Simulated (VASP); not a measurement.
# Rb (P6/mmm) in VASP: notebook

Rb is run at these levels: LDA; tasks: single point.

Program: VASP 6.6.1. These are calculated values, not measurements. Logs are shortened: lines on timing, memory, paths and dates and some standing lists are left out, and cuts for length are marked.

### Step 1. The cell of the first run

The structure is hexagonal, space group P6/mmm (No. 191). Conventional cell: a = 3.906 Å, b = 3.906 Å, c = 3.611 Å, α = 90.00°, β = 90.00°, γ = 120.00°. Within 4.7 Å of Rb (site symmetry 6/mmm) lie 8 Rb at 3.61 to 3.91 Å.

This isn't the form of Rb at room conditions, which is bcc.

### Step 2. Single point, LDA

INCAR

```
SYSTEM = Rb
ALGO = Normal
EDIFF = 1E-6
ENCUT = 520
ISIF = 2
ISMEAR = -1
LASPH = .TRUE.
LCHARG = .FALSE.
LREAL = .FALSE.
LWAVE = .FALSE.
NBANDS = 10
NELM = 80
PREC = Accurate
SIGMA = 0.08
```

KPOINTS

```
k-points
0
G
  11 11 11
  0 0 0
```

POSCAR

```
Rb
1.0
    3.9064586569      0.0000000000      0.0000000000
   -1.9532293284      3.3830924357      0.0000000000
    0.0000000000      0.0000000000      3.6111531464
Rb
1
Direct
    0.0000000000      0.0000000000      0.0000000000
```

Potentials or basis: VASP PAW LDA potentials, release 64 (Rb_sv).

Launch:

```sh
$ cat potpaw_LDA.64/Rb_sv/POTCAR > POTCAR
$ mpirun -np 1 vasp_std > vasp.out
```

OUTCAR:

```text
SYSTEM = Rb
   EDIFF = 1E-6
   ENCUT = 520
   ISIF = 2
   ISMEAR = -1
   LASPH = .TRUE.
   LREAL = .FALSE.
   NELM = 80
   PREC = Accurate

 ion  position               nearest neighbor table
   1  0.000  0.000  0.000-

  LATTYP: Found a hexagonal cell.
 ALAT       =     3.9064586569
 C/A-ratio  =     0.9244058273

  Lattice vectors:

 A1 = (   3.9064586569,   0.0000000000,   0.0000000000)
 A2 = (  -1.9532293284,   3.3830924357,   0.0000000000)
 A3 = (   0.0000000000,   0.0000000000,   3.6111531464)

Analysis of symmetry for initial positions (statically):
=====================================================================
 Subroutine PRICEL returns:
 Original cell was already a primitive cell.

 Routine SETGRP: Setting up the symmetry group for a
 hexagonal supercell.

 Subroutine GETGRP returns: Found 24 space group operations
 (whereof 24 operations were pure point group operations)
 out of a pool of 24 trial point group operations.

The static configuration has the point symmetry D_6h.

Analysis of symmetry for dynamics (positions and initial velocities):
=====================================================================
 Subroutine PRICEL returns:
 Original cell was already a primitive cell.

 Routine SETGRP: Setting up the symmetry group for a
 hexagonal supercell.

 Subroutine GETGRP returns: Found 24 space group operations
 (whereof 24 operations were pure point group operations)
 out of a pool of 24 trial point group operations.

The dynamic configuration has the point symmetry D_6h.

 Subroutine INISYM returns: Found 24 space group operations
 (whereof 24 operations are pure point group operations),
 and found     1 'primitive' translations

----------------------------------------------------------------------------------------

                                     Primitive cell

  volume of cell :      47.7247

  direct lattice vectors                    reciprocal lattice vectors
     3.906458657  0.000000000  0.000000000     0.255986326  0.147793774  0.000000000
    -1.953229328  3.383092436  0.000000000     0.000000000  0.295587549  0.000000000
     0.000000000  0.000000000  3.611153146     0.000000000  0.000000000  0.276919853

  length of vectors
     3.906458657  3.906458657  3.611153146     0.295587549  0.295587549  0.276919853

  position of ions in fractional coordinates (direct lattice)
     0.000000000  0.000000000  0.000000000

  ion indices of the primitive-cell ions
   primitive index   ion index
                 1           1

----------------------------------------------------------------------------------------

 KPOINTS: k-points

Automatic generation of k-mesh.
 Grid dimensions read from file:
 generate k-points for:   11   11   11

 Generating k-lattice:

  Cartesian coordinates                     Fractional coordinates (reciprocal lattice)
     0.023271484  0.013435798  0.000000000     0.090909091  0.000000000  0.000000000
     0.000000000  0.026871595  0.000000000     0.000000000  0.090909091  0.000000000
     0.000000000  0.000000000  0.025174532     0.000000000  0.000000000  0.090909091

  Length of vectors
     0.026871595  0.026871595  0.025174532

  Shift w.r.t. Gamma in fractional coordinates (k-lattice)
     0.000000000  0.000000000  0.000000000

 Subroutine IBZKPT returns following result:
 ===========================================

 Found     96 irreducible k-points:

 Following reciprocal coordinates:
            Coordinates               Weight
  0.000000  0.000000  0.000000      1.000000
  0.090909 -0.000000  0.000000      6.000000
  0.181818 -0.000000  0.000000      6.000000
  0.272727 -0.000000  0.000000      6.000000
  0.363636  0.000000  0.000000      6.000000
  0.454545 -0.000000  0.000000      6.000000
[... 16 lines left out ...]
  0.090909  0.090909  0.090909     12.000000
  0.181818  0.090909  0.090909     24.000000
 [... further k-points ...]
   k-points           NKPTS =     96   k-points in BZ     NKDIM =     96   number of bands    NBANDS=     10
   number of dos      NEDOS =    301   number of ions     NIONS =      1
   total plane-waves  NPLWV =  25200
   dimension x,y,z NGX =    30 NGY =   30 NGZ =   28
   dimension x,y,z NGXF=    60 NGYF=   60 NGZF=   56
   ions per type =               1
   NGX,Y,Z   is equivalent  to a cutoff of  12.77, 12.77, 12.89 a.u.
   NGXF,Y,Z  is equivalent  to a cutoff of  25.53, 25.53, 25.78 a.u.
 SYSTEM =  Rb
   PREC   = accura    normal or accurate (medium, high low for compatibility)
   ISTART =      0    job   : 0-new  1-cont  2-samecut
   ICHARG =      2    charge: 1-file 2-atom 10-const
   ISPIN  =      1    spin polarized calculation?
   LNONCOLLINEAR =      F non collinear calculations
   LSORBIT =      F    spin-orbit coupling
   LASPH  =      T    aspherical Exc in radial PAW
   ENCUT  =  520.0 eV  38.22 Ry    6.18 a.u.   7.26  7.26  6.71*2*pi/ulx,y,z
   NELM   =     80;   NELMIN=  2; NELMDL= -5     # of ELM steps
   EDIFF  = 0.1E-05   stopping-criterion for ELM
   LREAL  =      F    real-space projection
   EDIFFG = 0.1E-04   stopping-criterion for IOM
   NSW    =      0    number of steps for IOM
   IBRION =     -1    ionic relax: 0-MD 1-quasi-New 2-CG
   NFREE  =      0    steps in history (QN), initial steepest desc. (CG)
   ISIF   =      2    stress and relaxation
   ISYM   =      2    0-nonsym 1-usesym 2-fastsym
   POTIM  = 0.5000    time-step for ionic-motion
   TEBEG  =    0.0;   TEEND  =   0.0 temperature during run
   PSTRESS=    0.0 pullay stress
   NELECT =       9.0000    total number of electrons
   NUPDOWN=      -1.0000    fix difference up-down
   EMIN   =  10.00;   EMAX   =-10.00  energy-range for DOS
   EFERMI =   0.00;   METHOD = LEGACY
   ISMEAR =    -1;   SIGMA  =   0.08  broadening in eV -4-tet -1-fermi 0-gaus
   EFERMI_NEDOS =   21; number of points for ismear=-14 and -15
   IALGO  =     38    algorithm
   IMIX   =      4    mixing-type and parameters
     AMIX     =   0.40;   BMIX     =  1.00
     AMIX_MAG =   1.60;   BMIX_MAG =  1.00
  volume/ion in A,a.u.               =      47.72       322.06
  Fermi-wavevector in a.u.,A,eV,Ry     =   0.938803  1.774081 11.991520  0.881352
  Thomas-Fermi vector in A             =   2.066052
   LORBIT       =      0    0 simple, 1 ext, 2 COOP (PROOUT), +10 PAW based schemes
   GGA     = CA    functional components
   LHFCALC =     F    Hartree Fock is set to
   AEXX    =    0.0000 exact exchange contribution
   IVDW    =     0    specifies the selected vdW correction
   LEPSILON=     F    determine dielectric tensor
   LRPA    =     F    only Hartree local field effects (RPA)
 non-spin polarized calculation
  energy-cutoff  :      520.00
  volume of cell :       47.72
 maximum number of plane-waves:      1328
 NGX is ok and might be reduce to    30

 number of electron       9.0000000 magnetization

 Free energy of the ion-electron system (eV)
  ---------------------------------------------------
  ext. energy  EPLUGINS =         0.00000000
  ---------------------------------------------------
  free energy    TOTEN  =        -0.71480417 eV

  energy without entropy =       -0.68867566  energy(sigma->0) =       -0.70173992

 E-fermi :   1.7776     XC(G=0):  -7.6009

 val. band max:        1.7103101377   @ k =   0.3636   0.0000   0.2727
 cond. band min:       1.7778445478   @ k =   0.4545  -0.0000   0.4545
 fundamental gap:      0.0675344101
 Fermi energy:         1.7776170875

 k-point     1 :       0.0000    0.0000    0.0000
  band No.  band energies     occupation
      1     -27.1536      2.00000
      2     -10.9638      2.00000
      3     -10.9638      2.00000
      4     -10.8793      2.00000
      5      -1.0769      2.00000
      6       3.8043      0.00000
      7       5.6502      0.00000
      8       5.6502      0.00000
      9       9.6365      0.00000
     10      10.0416      0.00000

 k-point     2 :       0.0909   -0.0000    0.0000
  band No.  band energies     occupation
      1     -27.1477      2.00000
      2     -11.0343      2.00000
      3     -10.9782      2.00000
      4     -10.8722      2.00000
      5      -0.9008      2.00000
      6       3.8867      0.00000
      7       5.2461      0.00000
      8       5.8205      0.00000
      9       9.3386      0.00000
     10       9.9823      0.00000

 k-point     3 :       0.1818   -0.0000    0.0000
  band No.  band energies     occupation
      1     -27.1316      2.00000
      2     -11.2161      2.00000
      3     -11.0165      2.00000
      4     -10.8533      2.00000
      5      -0.4139      2.00000
      6       4.0765      0.00000
      7       4.5150      0.00000
      8       6.3193      0.00000
      9       8.4676      0.00000
     10       9.8280      0.00000

 k-point     4 :       0.2727   -0.0000    0.0000
  band No.  band energies     occupation
      1     -27.1104      2.00000
      2     -11.4406      2.00000
      3     -11.0659      2.00000
      4     -10.8283      2.00000
      5       0.2733      2.00000
      6       3.7565      0.00000
      7       4.3906      0.00000
      8       7.1094      0.00000
      9       7.7682      0.00000
     10       9.6421      0.00000
[... 222 lines left out ...]
 k-point    22 :       0.4545   -0.0000    0.0909
  band No.  band energies     occupation
      1     -27.0725      2.00000
      2     -11.7329      2.00000
      3     -11.1280      2.00000
      4     -10.8711      2.00000
      5       1.6030      1.79745
      6       3.1396      0.00000
      7       4.3637      0.00000
      8       6.8959      0.00000
      9       8.3903      0.00000
     10       9.7459      0.00000

 k-point    23 :       0.0909    0.0909    0.0909
  band No.  band energies     occupation
      1     -27.1298      2.00000
      2     -11.1477      2.00000
      3     -11.0012      2.00000
      4     -10.9452      2.00000
      5      -0.4250      2.00000
      6       4.1503      0.00000
      7       4.7573      0.00000
      8       6.1973      0.00000
      9       8.1738      0.00000
     10       9.3232      0.00000

 k-point    24 :       0.1818    0.0909    0.0909
  band No.  band energies     occupation
      1     -27.1113      2.00000
      2     -11.3378      2.00000
      3     -11.0557      2.00000
      4     -10.9213      2.00000
      5       0.1603      2.00000
      6       4.0647      0.00000
      7       4.4323      0.00000
      8       6.7063      0.00000
      9       7.5987      0.00000
     10       9.0425      0.00000

 [... further k-points ...]
[... 5 lines left out ...]
  --------------------------------------------------------------------------------------
  -------------------------------------------------------------------------------------
  Total        1.2515199      1.2515199      1.2529321      0.0000000     -0.0000000      0.0000000
  in kB       42.0150936     42.0150936     42.0625016      0.0000000     -0.0000000      0.0000000
  external PRESSURE =      42.0308963 kB  Pullay stress =       0.0000000 kB

 VOLUME and BASIS-vectors are now :
 -----------------------------------------------------------------------------
  energy-cutoff  :      520.00
  volume of cell :       47.72
      direct lattice vectors                 reciprocal lattice vectors
     3.906458657  0.000000000  0.000000000     0.255986326  0.147793774  0.000000000
    -1.953229328  3.383092436  0.000000000     0.000000000  0.295587549  0.000000000
     0.000000000  0.000000000  3.611153146     0.000000000  0.000000000  0.276919853

 POSITION                                       TOTAL-FORCE (eV/Angst)
 -----------------------------------------------------------------------------------
      0.00000      0.00000      0.00000        -0.000000      0.000000      0.000000
 -----------------------------------------------------------------------------------
    total drift:                                0.000000     -0.000000     -0.000000

  FREE ENERGIE OF THE ION-ELECTRON SYSTEM (eV)
  ---------------------------------------------------
  free  energy   TOTEN  =        -0.7148041708 eV

  energy  without entropy=       -0.6886756641  energy(sigma->0) =       -0.70173992
```

Run time: 30 s. Hardware: 1 thread of AMD EPYC 7R43 (Zen 3), shared host; peak memory 0.13 GiB.

What came out:

```yaml
Free_energy: -0.7148 eV
Pressure: 4.2 GPa
Band_gap_on_the_k_mesh: zero (an odd number of electrons rules out a gap without spin polarisation)
```

Levels at points of the mesh, in eV from the Fermi level:
| k point | band 3 | band 4 | band 5 | band 6 | band 7 | band 8 |
| --- | --- | --- | --- | --- | --- | --- |
| (0.00, 0.00, 0.00) | -12.74 | -12.66 | -2.85 | 2.03 | 3.87 | 3.87 |

Caveat: the cell stands under pressure.

### Step 3. Single point, LDA

INCAR

```
SYSTEM = Rb
PREC = Accurate
ENCUT = 520
EDIFF = 1E-6
ISMEAR = -1
SIGMA = 0.08
LREAL = .False.
LASPH = .True.
NELM = 60
ALGO = Normal
ISIF = 2
LWAVE = .False.
LCHARG = .True.
GGA = CA
LELF = .True.
LVHAR = .True.
NBANDS = 10
```

KPOINTS

```
Automatic mesh
0
Gamma
  11 11 11
  0 0 0
```

POSCAR is that of step 2.

Potentials or basis: VASP PAW LDA potentials, release 64 (Rb_sv).

Launch:

```sh
$ cat potpaw_LDA.64/Rb_sv/POTCAR > POTCAR
$ mpirun -np 1 vasp_std > vasp.out
```

Wall time 33 s (1 thread of AMD EPYC 7R43 (Zen 3), shared host); peak memory 0.13 GiB.

It converged, with:

* Free energy: -0.7148 eV
* Pressure: 4.2 GPa
* Band gap on the k mesh: zero (an odd number of electrons rules out a gap without spin polarisation)

Levels at points of the mesh, in eV from the Fermi level:
```tsv
k point	band 3	band 4	band 5	band 6	band 7	band 8
(0.00, 0.00, 0.00)	-12.74	-12.66	-2.85	2.03	3.87	3.87
```

Caveat: the cell stands under pressure.

### Step 4. Single point, LDA

This run uses another cell than the first one: it holds 3 atoms, not 1.

INCAR, as its differences from that of step 3:

```diff
@@ -8,3 +8,3 @@
 LASPH = .True.
-NELM = 60
+NELM = 100
 ALGO = Normal
@@ -13,5 +13,4 @@
 LCHARG = .True.
-GGA = CA
 LELF = .True.
 LVHAR = .True.
-NBANDS = 10
+NBANDS = 20
```

KPOINTS

```
Automatic mesh
0
Gamma
  6 6 8
  0 0 0
```

POSCAR

```
Rb
1.0
    6.5068675162      0.0000000000      0.0000000000
   -3.2534337581      5.6351125681      0.0000000000
    0.0000000000      0.0000000000      3.8599701224
Rb
3
Direct
    0.0000000000      0.0000000000      0.0000000000
    0.3333333333      0.6666666667      0.5000000000
    0.6666666667      0.3333333333      0.5000000000
```

Launch:

```sh
$ cat potpaw_LDA.64/Rb_sv/POTCAR > POTCAR
$ mpirun -np 1 vasp_std > vasp.out
```

Wall time 67 s (1 thread of AMD EPYC 7R43 (Zen 3), shared host); peak memory 0.19 GiB.

Results (log left out):

```yaml
Free_energy: -2.3338 eV
Pressure: 4.2 GPa
Band_gap_on_the_k_mesh: zero (an odd number of electrons rules out a gap without spin polarisation)
```

Levels at points of the mesh, in eV from the Fermi level:
```csv
k point,band 10,band 11,band 12,band 13,band 14,band 15,band 16,band 17
"(0.00, 0.00, 0.00)",-12.61,-12.61,-12.54,-2.89,0.82,1.45,1.45,1.45
"(0.50, 0.00, 0.00)",-12.70,-12.67,-12.56,-1.27,-1.23,-0.21,1.79,2.16
"(0.00, 0.00, 0.50)",-12.77,-12.74,-12.74,-0.04,0.31,0.58,0.58,1.10
"(0.50, 0.00, 0.50)",-12.77,-12.71,-12.68,-0.03,0.25,0.75,1.24,1.46
```

Caveat: the cell stands under pressure.

The gap in the log of VASP goes by the Fermi energy; the results here count the filled bands.